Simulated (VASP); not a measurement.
Set up this calculation in VASP 6.6.1, as the native input.

```yaml
Task: single point
Functional: BLYP
Potentials_or_basis: VASP PAW PBE potentials, release 64 (Rh_pv)
Cutoff: 520 eV
k_mesh: 15 × 15 × 8
Occupations: fermi-dirac, width 0.1 eV
Spin: no spin polarisation
Dipole_correction: no
Further_INCAR_settings: ALGO = Normal; EDIFF = 1e-06; NBANDS = 22
```

The structure of Rh lies in POSCAR:

```
Rh
1.0
    2.7008313731      0.0000000000      0.0000000000
   -1.3504156865      2.3389885805      0.0000000000
    0.0000000000      0.0000000000      4.3438626903
Rh
2
Direct
    0.3333333333      0.6666666667      0.2500000000
    0.6666666667      0.3333333333      0.7500000000
```

This cell differs from its parent crystal: volume scaled by 0.92.

One way to write it, as run:

INCAR

```
SYSTEM = Rh
PREC = Accurate ; ENCUT = 520
EDIFF = 1E-6 ; ISMEAR = -1
SIGMA = 0.1 ; LREAL = .False.
LASPH = .True. ; NELM = 80
ALGO = Normal ; ISIF = 2
LWAVE = .False. ; LCHARG = .False.
GGA = B5 ; ALDAX = 1.0
AGGAX = 1.0 ; AGGAC = 1.0
ALDAC = 0.0 ; NBANDS = 22
```

KPOINTS

```
Automatic mesh
0
Gamma
  15 15 8
  0 0 0
```

Potentials or basis: VASP PAW PBE potentials, release 64 (Rh_pv).

The run is started by

```bash
$ cat potpaw_PBE.64/Rh_pv/POTCAR > POTCAR
$ mpirun -np 1 vasp_std > vasp.out
```

Results of the run:

```json
{"Pressure": "22.4 GPa", "Band gap on the k mesh": "zero (band 15 reaches 13.20 eV, above the bottom of band 16 at 10.87 eV)"}
```

Caveat: the PAW data sets were made with another functional, which shifts forces and pressure a little.

Wall time 33 s on 1 thread of Intel(R) Xeon(R) Platinum 8375C CPU @ 2.90GHz (Ice Lake), on a shared host, peak memory 0.18 GiB.
